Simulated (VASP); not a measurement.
# Si (I4/mmm) in VASP: notebook

The runs below take Si through single point, with LDA.

All numbers are computed with VASP 6.6.1; they aren't measurements. Logs are shortened: lines on timing, memory, paths and dates and some standing lists are left out, and cuts for length are marked.

## (1) The cell of the first run

It takes space group I4/mmm (No. 139, tetragonal). The conventional cell has a = 6.651 Å, b = 6.651 Å, c = 3.902 Å, α = 90.00°, β = 90.00°, γ = 90.00°. Si (site symmetry m2m) has 4 Si at 2.37 to 2.38 Å within 3.1 Å.

## (2) Single point, LDA (strain +0.000 along x and y, +0.015 along z)

Input file INCAR:

```
SYSTEM = Si
PREC = Accurate ; ENCUT = 520
EDIFF = 1E-6 ; ISMEAR = 0
SIGMA = 0.03 ; LREAL = .False.
LASPH = .True. ; NELM = 80
ALGO = Normal ; ISIF = 2
LWAVE = .False. ; LCHARG = .False.
NBANDS = 16
```

Input file KPOINTS:

```
Automatic mesh
0
Gamma
  10 10 10
  0 0 0
```

Input file POSCAR:

```
Si
1.0
   -3.3254442900      3.3254442900      1.9512214449
    3.3254442900     -3.3254442900      1.9512214449
    3.3254442900      3.3254442900     -1.9512214449
Si
4
Direct
    0.1788010600      0.1788010600      0.3576021200
    0.8211989400      0.8211989400      0.6423978800
    0.1788010600      0.8211989400      0.0000000000
    0.8211989400      0.1788010600      0.0000000000
```

Potentials or basis: VASP PAW LDA potentials, release 64 (Si).

Run with:

```bash
> cat potpaw_LDA.64/Si/POTCAR > POTCAR
> mpirun -np 1 vasp_std > vasp.out
```

OUTCAR:

```text
SYSTEM = Si
   PREC = Accurate
   ENCUT = 520
   EDIFF = 1E-6
   ISMEAR = 0
   LREAL = .False.
   LASPH = .True.
   NELM = 80
   ISIF = 2

 ion  position               nearest neighbor table
   1  0.179  0.179  0.358-   2 2.37   2 2.37   3 2.38   4 2.38
   2  0.821  0.821  0.642-   1 2.37   1 2.37   4 2.38   3 2.38
   3  0.179  0.821  0.000-   4 2.37   4 2.37   2 2.38   1 2.38
   4  0.821  0.179  0.000-   3 2.37   3 2.37   2 2.38   1 2.38

  LATTYP: Found a body centered tetragonal cell.
 ALAT       =     6.6508885800
 C/A-ratio  =     0.5867551144

  Lattice vectors:

 A1 = (  -3.3254442900,   3.3254442900,   1.9512214449)
 A2 = (   3.3254442900,  -3.3254442900,   1.9512214449)
 A3 = (   3.3254442900,   3.3254442900,  -1.9512214449)

Analysis of symmetry for initial positions (statically):
=====================================================================
 Subroutine PRICEL returns:
 Original cell was already a primitive cell.

 Routine SETGRP: Setting up the symmetry group for a
 body centered tetragonal supercell.

 Subroutine GETGRP returns: Found 16 space group operations
 (whereof 16 operations were pure point group operations)
 out of a pool of 16 trial point group operations.

The static configuration has the point symmetry D_4h.

Analysis of symmetry for dynamics (positions and initial velocities):
=====================================================================
 Subroutine PRICEL returns:
 Original cell was already a primitive cell.

 Routine SETGRP: Setting up the symmetry group for a
 body centered tetragonal supercell.

 Subroutine GETGRP returns: Found 16 space group operations
 (whereof 16 operations were pure point group operations)
 out of a pool of 16 trial point group operations.

The dynamic configuration has the point symmetry D_4h.

 Subroutine INISYM returns: Found 16 space group operations
 (whereof 16 operations are pure point group operations),
 and found     1 'primitive' translations

----------------------------------------------------------------------------------------

                                     Primitive cell

  volume of cell :      86.3110

  direct lattice vectors                    reciprocal lattice vectors
    -3.325444290  3.325444290  1.951221445     0.000000000  0.150355849  0.256249746
     3.325444290 -3.325444290  1.951221445     0.150355849  0.000000000  0.256249746
     3.325444290  3.325444290 -1.951221445     0.150355849  0.150355849  0.000000000

  length of vectors
     5.091603341  5.091603341  5.091603341     0.297104045  0.297104045  0.212635281

  position of ions in fractional coordinates (direct lattice)
     0.178801060  0.178801060  0.357602120
     0.821198940  0.821198940  0.642397880
     0.178801060  0.821198940  0.000000000
     0.821198940  0.178801060  0.000000000

  ion indices of the primitive-cell ions
   primitive index   ion index
                 1           1
                 2           2
                 3           3
                 4           4

----------------------------------------------------------------------------------------

 KPOINTS: Automatic mesh

Automatic generation of k-mesh.
 Grid dimensions read from file:
 generate k-points for:   10   10   10

 Generating k-lattice:

  Cartesian coordinates                     Fractional coordinates (reciprocal lattice)
     0.000000000  0.015035585  0.025624975     0.100000000  0.000000000 -0.000000000
     0.015035585  0.000000000  0.025624975     0.000000000  0.100000000 -0.000000000
     0.015035585  0.015035585  0.000000000     0.000000000  0.000000000  0.100000000

  Length of vectors
     0.029710405  0.029710405  0.021263528

  Shift w.r.t. Gamma in fractional coordinates (k-lattice)
     0.000000000  0.000000000  0.000000000

 Subroutine IBZKPT returns following result:
 ===========================================

 Found    102 irreducible k-points:

 Following reciprocal coordinates:
            Coordinates               Weight
  0.000000  0.000000  0.000000      1.000000
  0.100000  0.000000  0.000000      8.000000
  0.200000  0.000000  0.000000      8.000000
  0.300000  0.000000  0.000000      8.000000
  0.400000  0.000000 -0.000000      8.000000
  0.500000  0.000000 -0.000000      4.000000
[... 16 lines left out ...]
  0.300000  0.300000  0.000000      8.000000
  0.400000  0.300000  0.000000     16.000000
 [... further k-points ...]
   k-points           NKPTS =    102   k-points in BZ     NKDIM =    102   number of bands    NBANDS=     16
   number of dos      NEDOS =    301   number of ions     NIONS =      4
   total plane-waves  NPLWV =  64000
   dimension x,y,z NGX =    40 NGY =   40 NGZ =   40
   dimension x,y,z NGXF=    80 NGYF=   80 NGZF=   80
   ions per type =               4
   NGX,Y,Z   is equivalent  to a cutoff of  13.06, 13.06, 13.06 a.u.
   NGXF,Y,Z  is equivalent  to a cutoff of  26.12, 26.12, 26.12 a.u.
 SYSTEM =  Si
   PREC   = accura    normal or accurate (medium, high low for compatibility)
   ISTART =      0    job   : 0-new  1-cont  2-samecut
   ICHARG =      2    charge: 1-file 2-atom 10-const
   ISPIN  =      1    spin polarized calculation?
   LNONCOLLINEAR =      F non collinear calculations
   LSORBIT =      F    spin-orbit coupling
   LASPH  =      T    aspherical Exc in radial PAW
   ENCUT  =  520.0 eV  38.22 Ry    6.18 a.u.   9.47  9.47  9.47*2*pi/ulx,y,z
   NELM   =     80;   NELMIN=  2; NELMDL= -5     # of ELM steps
   EDIFF  = 0.1E-05   stopping-criterion for ELM
   LREAL  =      F    real-space projection
   EDIFFG = 0.1E-04   stopping-criterion for IOM
   NSW    =      0    number of steps for IOM
   IBRION =     -1    ionic relax: 0-MD 1-quasi-New 2-CG
   NFREE  =      0    steps in history (QN), initial steepest desc. (CG)
   ISIF   =      2    stress and relaxation
   ISYM   =      2    0-nonsym 1-usesym 2-fastsym
   POTIM  = 0.5000    time-step for ionic-motion
   TEBEG  =    0.0;   TEEND  =   0.0 temperature during run
   PSTRESS=    0.0 pullay stress
   NELECT =      16.0000    total number of electrons
   NUPDOWN=      -1.0000    fix difference up-down
   EMIN   =  10.00;   EMAX   =-10.00  energy-range for DOS
   EFERMI =   0.00;   METHOD = LEGACY
   ISMEAR =     0;   SIGMA  =   0.03  broadening in eV -4-tet -1-fermi 0-gaus
   EFERMI_NEDOS =   21; number of points for ismear=-14 and -15
   IALGO  =     38    algorithm
   IMIX   =      4    mixing-type and parameters
     AMIX     =   0.40;   BMIX     =  1.00
     AMIX_MAG =   1.60;   BMIX_MAG =  1.00
  volume/ion in A,a.u.               =      21.58       145.61
  Fermi-wavevector in a.u.,A,eV,Ry     =   0.933454  1.763972 11.855248  0.871336
  Thomas-Fermi vector in A             =   2.060157
   LORBIT       =      0    0 simple, 1 ext, 2 COOP (PROOUT), +10 PAW based schemes
   GGA     = CA    functional components
   LHFCALC =     F    Hartree Fock is set to
   AEXX    =    0.0000 exact exchange contribution
   IVDW    =     0    specifies the selected vdW correction
   LEPSILON=     F    determine dielectric tensor
   LRPA    =     F    only Hartree local field effects (RPA)
 non-spin polarized calculation
 Gauss-broadening in eV      SIGMA  =   0.03
  energy-cutoff  :      520.00
  volume of cell :       86.31
 maximum number of plane-waves:      2347
 NGX is ok and might be reduce to    40
   NGX = 19   NGY = 19   NGZ = 19

 number of electron      16.0000000 magnetization

 Free energy of the ion-electron system (eV)
  ---------------------------------------------------
  ext. energy  EPLUGINS =         0.00000000
  ---------------------------------------------------
  free energy    TOTEN  =       -23.34452688 eV

  energy without entropy =      -23.34452632  energy(sigma->0) =      -23.34452660

 E-fermi :   5.3201     XC(G=0):  -9.2518

 val. band max:        5.2546015792   @ k =   0.5000   0.5000   0.5000
 cond. band min:       5.3811300030   @ k =   0.5000   0.5000   0.5000
 fundamental gap:      0.1265284237
 Fermi energy:         5.3201163159

 k-point     1 :       0.0000    0.0000    0.0000
  band No.  band energies     occupation
      1      -6.7070      2.00000
      2      -2.4381      2.00000
      3      -0.3014      2.00000
      4      -0.3014      2.00000
      5       1.5202      2.00000
      6       3.7033      2.00000
[... 8 lines left out ...]
     15      10.5470      0.00000
     16      11.8257      0.00000

 k-point     2 :       0.1000    0.0000    0.0000
  band No.  band energies     occupation
      1      -6.5997      2.00000
      2      -2.4706      2.00000
      3      -0.4528      2.00000
      4      -0.1469      2.00000
      5       1.6119      2.00000
      6       3.1076      2.00000
[... 8 lines left out ...]
     15      10.1206      0.00000
     16      12.3698      0.00000

 k-point     3 :       0.2000    0.0000    0.0000
  band No.  band energies     occupation
      1      -6.2838      2.00000
      2      -2.5035      2.00000
      3      -0.8859      2.00000
      4       0.0930      2.00000
      5       1.7403      2.00000
      6       2.1141      2.00000
[... 8 lines left out ...]
     15      10.4600      0.00000
     16      11.9648      0.00000

 k-point     4 :       0.3000    0.0000    0.0000
  band No.  band energies     occupation
      1      -5.7828      2.00000
      2      -2.4506      2.00000
      3      -1.6050      2.00000
      4      -0.0942      2.00000
      5       1.3366      2.00000
      6       1.8430      2.00000
[... 8 lines left out ...]
     15      11.4282      0.00000
     16      11.5326      0.00000
[... 324 lines left out ...]
 k-point    22 :      -0.2000    0.2000    0.0000
  band No.  band energies     occupation
      1      -6.4895      2.00000
      2      -3.2399      2.00000
      3      -0.2123      2.00000
      4      -0.1398      2.00000
      5       2.4668      2.00000
      6       3.4817      2.00000
[... 8 lines left out ...]
     15      11.0005      0.00000
     16      12.6538      0.00000

 k-point    23 :       0.3000    0.3000    0.0000
  band No.  band energies     occupation
      1      -4.7142      2.00000
      2      -3.3010      2.00000
      3      -2.5087      2.00000
      4      -0.4066      2.00000
      5       0.8526      2.00000
      6       2.4225      2.00000
[... 8 lines left out ...]
     15      11.6128      0.00000
     16      12.7442      0.00000

 k-point    24 :       0.4000    0.3000    0.0000
  band No.  band energies     occupation
      1      -5.0707      2.00000
      2      -3.8597      2.00000
      3      -1.8555      2.00000
      4       0.1888      2.00000
      5       1.0961      2.00000
      6       2.3025      2.00000
[... 8 lines left out ...]
     15      11.2587      0.00000
     16      11.7343      0.00000

 [... further k-points ...]

------------------------ aborting loop because EDIFF is reached ----------------------------------------

  FORCE on cell =-STRESS in cart. coord.  units (eV):
  Direction    XX          YY          ZZ          XY          YZ          ZX
  --------------------------------------------------------------------------------------
  -------------------------------------------------------------------------------------
  Total       -1.1163998     -1.1163998     -2.6245876      0.0000000      0.0000000      0.0000000
  in kB      -20.7235624    -20.7235624    -48.7198281      0.0000000      0.0000000      0.0000000
  external PRESSURE =     -30.0556510 kB  Pullay stress =       0.0000000 kB

 VOLUME and BASIS-vectors are now :
 -----------------------------------------------------------------------------
  energy-cutoff  :      520.00
  volume of cell :       86.31
      direct lattice vectors                 reciprocal lattice vectors
    -3.325444290  3.325444290  1.951221445     0.000000000  0.150355849  0.256249746
     3.325444290 -3.325444290  1.951221445     0.150355849  0.000000000  0.256249746
     3.325444290  3.325444290 -1.951221445     0.150355849  0.150355849  0.000000000

 POSITION                                       TOTAL-FORCE (eV/Angst)
 -----------------------------------------------------------------------------------
      1.18919      1.18919     -0.00000         0.074134      0.074134      0.000000
      2.13626      2.13626      1.95122        -0.074134     -0.074134     -0.000000
      2.13626     -2.13626      1.95122        -0.074134      0.074134     -0.000000
     -2.13626      2.13626      1.95122         0.074134     -0.074134     -0.000000
 -----------------------------------------------------------------------------------
    total drift:                               -0.000000     -0.000000      0.000000

  FREE ENERGIE OF THE ION-ELECTRON SYSTEM (eV)
  ---------------------------------------------------
  free  energy   TOTEN  =       -23.3445268774 eV

  energy  without entropy=      -23.3445263196  energy(sigma->0) =      -23.34452660
```

It took 2.8 min on 1 thread of Intel Xeon 8259CL, shared host; peak memory 0.25 GiB.

Results:

```yaml
Free_energy: -23.3445 eV
Pressure: -3.0 GPa
Largest_force: 0.105 eV/Å
Band_gap_on_the_k_mesh: 0.13 eV
```

Forces on the atoms (eV/Å):
```
Si   0.074  0.074  0.000
Si  -0.074 -0.074  0.000
Si  -0.074  0.074  0.000
Si   0.074 -0.074  0.000
```

Levels at points of the mesh, in eV from the valence-band top:
```tsv
k point	band 6	band 7	band 8	band 9	band 10	band 11
(0.00, 0.00, 0.00)	-1.55	-1.55	-0.59	1.26	1.46	1.46
(0.50, 0.00, 0.00)	-3.48	-2.39	-1.38	0.77	2.32	2.96
(0.50, 0.50, 0.00)	-2.08	-1.83	-1.69	1.37	1.71	1.85
(0.50, 0.50, 0.50)	-0.27	0.00	0.00	0.13	2.82	3.54
```

Caveat: the cell differs from its parent crystal (strain +0.000 along x and y, +0.015 along z); the cell stands under tension. A k mesh can miss the band edges.

## (3) Single point, LDA (strain +0.015 along x and y, -0.015 along z)

Input file INCAR:

```
PREC = Accurate
ENCUT = 520
EDIFF = 1E-6
ISMEAR = 0
SIGMA = 0.03
LREAL = F
LASPH = T
NELM = 100
ALGO = Normal
ISIF = 2
LWAVE = F
LCHARG = F
NBANDS = 16
```

Input file KPOINTS:

```
regular mesh
0
Gamma
  10 10 10
```

Input file POSCAR:

```
Si
1.0
   -3.3753259543      3.3753259543      1.8935498751
    3.3753259543     -3.3753259543      1.8935498751
    3.3753259543      3.3753259543     -1.8935498751
Si
4
Direct
    0.1788010600      0.1788010600      0.3576021200
    0.8211989400      0.8211989400      0.6423978800
    0.1788010600      0.8211989400      0.0000000000
    0.8211989400      0.1788010600      0.0000000000
```

Potentials or basis: VASP PAW LDA potentials, release 64 (Si).

Run with:

```bash
> cat potpaw_LDA.64/Si/POTCAR > POTCAR
> mpirun -np 1 vasp_std > vasp.out
```

OUTCAR:

```text
PREC = Accurate
   ENCUT = 520
   EDIFF = 1E-6
   ISMEAR = 0
   LREAL = F
   LASPH = T
   NELM = 100
   ISIF = 2

 ion  position               nearest neighbor table
   1  0.179  0.179  0.358-   2 2.33   2 2.33   3 2.41   4 2.41
   2  0.821  0.821  0.642-   1 2.33   1 2.33   4 2.41   3 2.41
   3  0.179  0.821  0.000-   4 2.33   4 2.33   2 2.41   1 2.41
   4  0.821  0.179  0.000-   3 2.33   3 2.33   2 2.41   1 2.41

  LATTYP: Found a body centered tetragonal cell.
 ALAT       =     6.7506519086
 C/A-ratio  =     0.5609976342

  Lattice vectors:

 A1 = (  -3.3753259543,   3.3753259543,   1.8935498751)
 A2 = (   3.3753259543,  -3.3753259543,   1.8935498751)
 A3 = (   3.3753259543,   3.3753259543,  -1.8935498751)

Analysis of symmetry for initial positions (statically):
=====================================================================
 Subroutine PRICEL returns:
 Original cell was already a primitive cell.

 Routine SETGRP: Setting up the symmetry group for a
[... 172 lines left out ...]

 E-fermi :   5.3025     XC(G=0):  -9.2493

 val. band max:        5.1728038247   @ k =   0.5000   0.5000   0.5000
 cond. band min:       5.4802881190   @ k =   0.3000   0.2000   0.2000
 fundamental gap:      0.3074842943
 Fermi energy:         5.3025162426

 k-point     1 :       0.0000    0.0000    0.0000
  band No.  band energies     occupation
      1      -6.7031      2.00000
      2      -2.7593      2.00000
      3      -0.3178      2.00000
      4      -0.3178      2.00000
      5       1.5307      2.00000
      6       3.9054      2.00000
[... 433 lines left out ...]
      3      -1.7847      2.00000
      4       0.2369      2.00000
      5       1.0508      2.00000
      6       2.2864      2.00000
[... 8 lines left out ...]
     15      11.3452      0.00000
     16      12.1210      0.00000

 [... further k-points ...]

------------------------ aborting loop because EDIFF is reached ----------------------------------------

  FORCE on cell =-STRESS in cart. coord.  units (eV):
  Direction    XX          YY          ZZ          XY          YZ          ZX
  --------------------------------------------------------------------------------------
  -------------------------------------------------------------------------------------
  Total       -2.3692595     -2.3692595      0.2007186      0.0000000      0.0000000     -0.0000000
  in kB      -43.9901086    -43.9901086      3.7267481      0.0000000      0.0000000     -0.0000000
  external PRESSURE =     -28.0844897 kB  Pullay stress =       0.0000000 kB

 VOLUME and BASIS-vectors are now :
 -----------------------------------------------------------------------------
  energy-cutoff  :      520.00
  volume of cell :       86.29
      direct lattice vectors                 reciprocal lattice vectors
    -3.375325954  3.375325954  1.893549875     0.000000000  0.148133842  0.264054307
     3.375325954 -3.375325954  1.893549875     0.148133842  0.000000000  0.264054307
     3.375325954  3.375325954 -1.893549875     0.148133842  0.148133842  0.000000000

 POSITION                                       TOTAL-FORCE (eV/Angst)
 -----------------------------------------------------------------------------------
      1.20702      1.20702     -0.00000        -0.232354     -0.232354      0.000000
      2.16830      2.16830      1.89355         0.232354      0.232354     -0.000000
      2.16830     -2.16830      1.89355         0.232354     -0.232354     -0.000000
     -2.16830      2.16830      1.89355        -0.232354      0.232354     -0.000000
 -----------------------------------------------------------------------------------
    total drift:                               -0.000000     -0.000000      0.000000

  FREE ENERGIE OF THE ION-ELECTRON SYSTEM (eV)
  ---------------------------------------------------
  free  energy   TOTEN  =       -23.3292058916 eV

  energy  without entropy=      -23.3292058916  energy(sigma->0) =      -23.32920589
```

Run time: 2.7 min. Hardware: 1 thread of Intel Xeon 8259CL, shared host; peak memory 0.25 GiB.

What came out:

```yaml
Free_energy: -23.3292 eV
Pressure: -2.8 GPa
Largest_force: 0.329 eV/Å
Band_gap_on_the_k_mesh: 0.31 eV (least direct gap 0.66 eV)
```

Forces on the atoms (eV/Å):
```
Si  -0.232 -0.232  0.000
Si   0.232  0.232  0.000
Si   0.232 -0.232  0.000
Si  -0.232  0.232  0.000
```

Stress tensor (GPa, compression positive):
```
-4.40  0.00  0.00
 0.00 -4.40  0.00
 0.00  0.00  0.37
```

Caveat: the cell differs from its parent crystal (strain +0.015 along x and y, -0.015 along z). A k mesh can miss the band edges.

[end of part 1 of 2]
